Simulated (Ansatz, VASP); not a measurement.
**Nb3Pb in VASP and in Ansatz**

The input POSCAR:

```
Nb3Pb
1.0
    5.3190000000      0.0000000000      0.0000000000
    0.0000000000      5.3190000000      0.0000000000
    0.0000000000      0.0000000000      5.3190000000
Nb Pb
6 2
Direct
    0.2500000000      0.0000000000      0.5000000000
    0.5000000000      0.7500000000      0.0000000000
    0.7500000000      0.0000000000      0.5000000000
    0.5000000000      0.2500000000      0.0000000000
    0.0000000000      0.5000000000      0.7500000000
    0.0000000000      0.5000000000      0.2500000000
    0.0000000000      0.0000000000      0.0000000000
    0.5000000000      0.5000000000      0.5000000000
```

INCAR.step1

```
ALGO = Normal ; EDIFF = 1E-4
ENCUT = 520 ; GGA = PE
ISMEAR = -1 ; LASPH = True
LCHARG = False ; LREAL = False
LWAVE = True ; NBANDS = 63
NELM = 100 ; PREC = Accurate
SIGMA = 0.05
```

File INCAR.step2:

```
ALGO = Normal ; EDIFF = 1E-8
ENCUT = 520 ; ISIF = 2
ISMEAR = -1 ; ISTART = 1
LASPH = True ; LCHARG = False
LEFG = True ; LMIXTAU = True
LREAL = False ; LWAVE = False
METAGGA = R2SCAN ; NBANDS = 63
NELM = 100 ; PREC = Accurate
SIGMA = 0.05
```

Contents of KPOINTS:

```
k-points
0
Gamma
  6 6 6
```

Input for Ansatz:

```yaml
crystal:
  lattice:
    - [5.319, 0.0, 0.0]
    - [0.0, 5.319, 0.0]
    - [0.0, 0.0, 5.319]
  atoms:
    - { symbol: Nb, position: [0.25, 0.0, 0.5] }
    - { symbol: Nb, position: [0.5, 0.75, 0.0] }
    - { symbol: Nb, position: [0.75, 0.0, 0.5] }
    - { symbol: Nb, position: [0.5, 0.25, 0.0] }
    - { symbol: Nb, position: [0.0, 0.5, 0.75] }
    - { symbol: Nb, position: [0.0, 0.5, 0.25] }
    - { symbol: Pb, position: [0.0, 0.0, 0.0] }
    - { symbol: Pb, position: [0.5, 0.5, 0.5] }
kpoints:
  mp_grid: { grid: [6, 6, 6] }
scf:
  occupations: { method: fermi_dirac, width: 0.05 }
hamiltonian:
  xc: r2scan
  pseudopotentials: { kind: paw }
output:
  forces: true
  stress: true
  populations: true
  efg: { quadrupole_moments_barn: { Nb: -0.32 }, contact_densities: true }
```

Alike in both runs: task electric field gradients; functional r2SCAN; k mesh 6 × 6 × 6; occupations fermi-dirac, width 0.05 eV; no spin polarisation.

|  | VASP | Ansatz |
| --- | --- | --- |
| version | VASP 6.6.1 | Ansatz 0.2.0 |
| potentials or method | VASP PAW PBE potentials, release 64 (Nb_sv, Pb_d) | plane-wave PAW, scalar-relativistic |
| plane-wave cutoff (eV) | 520 | 500 |
| valence electrons in the cell | 106 | 106 |

VASP gave:

```
pressure (GPa)                                       : 3.0
size of Vzz on the site where it differs most (V/Å²) : 38.7
```

Question: What did Ansatz give for the same quantities?

Answer: Pressure (GPa): 3.1; size of Vzz on the site where it differs most (V/Å²): 35.9.

VASP's potentials were made for PBE, not for r2SCAN.

Neither program's run includes spin-orbit coupling.
